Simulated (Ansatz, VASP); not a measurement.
**Two plane-wave programs on Pd**

Contents of POSCAR:

```
Pd
1.0
    0.0000000000      1.9450000000      1.9450000000
    1.9450000000      0.0000000000      1.9450000000
    1.9450000000      1.9450000000      0.0000000000
Pd
1
Direct
    0.0000000000      0.0000000000      0.0000000000
```

File INCAR.step1:

```
SYSTEM = Pd
  PREC = Accurate
  ENCUT = 520
  ISMEAR = -1
  SIGMA = 0.1
  LREAL = .False.
  LASPH = .True.
  NELM = 150
  ISPIN = 2
  MAGMOM = 2
  LMAXMIX = 4
  NBANDS = 15
  GGA = PE
  ALGO = Normal
  EDIFF = 1E-4
  LWAVE = .True.
  LCHARG = .False.
```

INCAR.step2

```
SYSTEM = Pd
  PREC = Accurate
  ENCUT = 520
  EDIFF = 1E-7
  ISMEAR = -1
  SIGMA = 0.1
  LREAL = .False.
  LASPH = .True.
  NELM = 150
  ALGO = Normal
  ISIF = 2
  LWAVE = .False.
  LCHARG = .True.
  ISPIN = 2
  MAGMOM = 2
  LORBIT = 11
  LMAXMIX = 4
  METAGGA = R2SCAN
  LMIXTAU = .True.
  LELF = .True.
  LVHAR = .True.
  NBANDS = 15
  ISTART = 1
```

The input KPOINTS:

```
regular mesh
0
Gamma
  4 4 4
  0 0 0
```

Input for Ansatz:

```yaml
crystal:
  lattice:
    - [0, 1.945, 1.945]
    - [1.945, 0, 1.945]
    - [1.945, 1.945, 0]
  atoms:
    - { symbol: Pd, position: [0, 0, 0], spin: 2.0 }
kpoints:
  mp_grid: { grid: [4, 4, 4] }
hamiltonian:
  xc: r2scan
  pseudopotentials: { kind: paw }
magnetization:
  spin_polarized: true
scf:
  occupations: { method: fermi_dirac, width: "0.1 eV" }
```

Alike in both runs: task single point; functional r2SCAN; k mesh 4 × 4 × 4; collinear spin.

|  | VASP | Ansatz |
| --- | --- | --- |
| version | VASP 6.6.1 | Ansatz development build ahead of 0.2.0 |
| potentials or method | VASP PAW PBE potentials, release 64 (Pd) | PAW (an earlier, plane waves, scalar-relativistic |
| plane-wave cutoff (eV) | 520 | 1610 |
| occupations | fermi-dirac, width 0.1 eV | fermi-dirac |

```tsv
	VASP	Ansatz	Ansatz less VASP
net moment per atom (μB)	0.44	0.44	-0.002
size of the moment on the site where the two differ most (μB)	0.45	0.47	+0.022
```

VASP's potentials were made for PBE, not for r2SCAN. Site moments also hang on the region over which each program counts them. Ansatz's warnings: stability check not made.

The k mesh is coarse, so the values compare programs but aren't converged.
